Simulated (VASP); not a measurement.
Here is a VASP 6.6.1 calculation.

INCAR

```
SYSTEM = TiAl
PREC = Accurate ; ENCUT = 600
EDIFF = 1E-6 ; ISMEAR = -1
SIGMA = 0.05 ; LREAL = .FALSE.
LASPH = .TRUE. ; NELM = 80
ALGO = Normal ; ISIF = 3
LWAVE = .FALSE. ; LCHARG = .FALSE.
GGA = PS ; IBRION = 2
NSW = 80 ; EDIFFG = -0.005
PSTRESS = 300.0
```

Contents of KPOINTS:

```
regular mesh
0
G
  11 11 6
  0 0 0
```

POSCAR

```
TiAl
1.0
    2.8672622327      0.0000000000      0.0000000000
   -1.4336311163      2.4831219328      0.0000000000
    0.0000000000      0.0000000000      4.6780830000
Ti Al
1 1
Direct
    0.0000000000      0.0000000000      0.0000000000
    0.3333333333      0.6666666667      0.5000000000
```

Potentials or basis: VASP PAW PBE potentials, release 64 (Ti_sv, Al).

Run with:

```console
$ cat potpaw_PBE.64/Ti_sv/POTCAR potpaw_PBE.64/Al/POTCAR > POTCAR
$ mpirun -np 1 vasp_std > vasp.out
```

Question: Estimate the relaxed cell.

Answer: a = 2.650 Å, b = 2.650 Å, c = 4.400 Å, α = 90.00°, β = 90.00°, γ = 120.00°.

Question: Estimate the space group after relaxing (to 0.05 Å).

Answer: P-6m2 (No. 187).

Question: Predict the relaxed volume.

Answer: 13.38 Å³/atom.

The path:
| step | energy change (eV) | largest force (eV/Å) | pressure (GPa) | volume (Å³) |
| --- | --- | --- | --- | --- |
| 1 | 0.0000 | 0.0000 | -2.83 | 33.31 |
| 2 | 3.9076 | 0.0000 | 142.39 | 19.42 |
| 3 | 0.3537 | 0.0000 | 26.00 | 27.34 |
| 4 | 0.4249 | 0.0000 | 29.09 | 26.93 |
| 5 | 0.4468 | 0.0000 | 29.98 | 26.81 |
| 6 | 0.4537 | 0.0000 | 30.08 | 26.74 |
| 7 | 0.4541 | 0.0000 | 30.07 | 26.73 |
| 8 | 0.4501 | 0.0000 | 29.95 | 26.76 |

Caveat: the cell is relaxed towards a set pressure, so the enthalpy falls and the energy may rise; the volume moved by over 15 % at a fixed basis, so the end points are rough; the PAW data sets were made with another functional, which shifts forces and pressure a little.
